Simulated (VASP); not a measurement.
Runs of VASP 6.6.1 on FeSi. The structure is that of space group P2_13 (No. 198), or close to it. The cells are those of the table. 

```tsv
level	cell	cutoff (eV)	gap on the mesh (eV)	pressure (GPa)	largest force (eV/Å)
PBE	a = 4.535 Å, 8 atoms	600	0.16	(b)	0.19
r2SCAN	a = 4.313 Å, 8 atoms	660	0.34	18.8	0.33
PBE	a = 4.492 Å, 8 atoms	600	0.17	-6.2	(a)
PBE	a = 4.403 Å, 8 atoms	600	0.18	7.8	(c)
r2SCAN	a = 4.403 Å, 8 atoms	660	0.32	0.4	0.04
```

Alike in all rows: task single point; potentials or basis VASP PAW PBE potentials, release 64 (Fe, Si); no spin polarisation; k mesh 6 × 6 × 6; smearing gaussian 0.01 eV.

Question: Fill in the values left out.

Answer: (a) 0.08; (b) -11.7; (c) 0.16.

Caveats: the PAW data sets were made with another functional, which shifts forces and pressure a little (some runs).

A k mesh can miss the band edges.
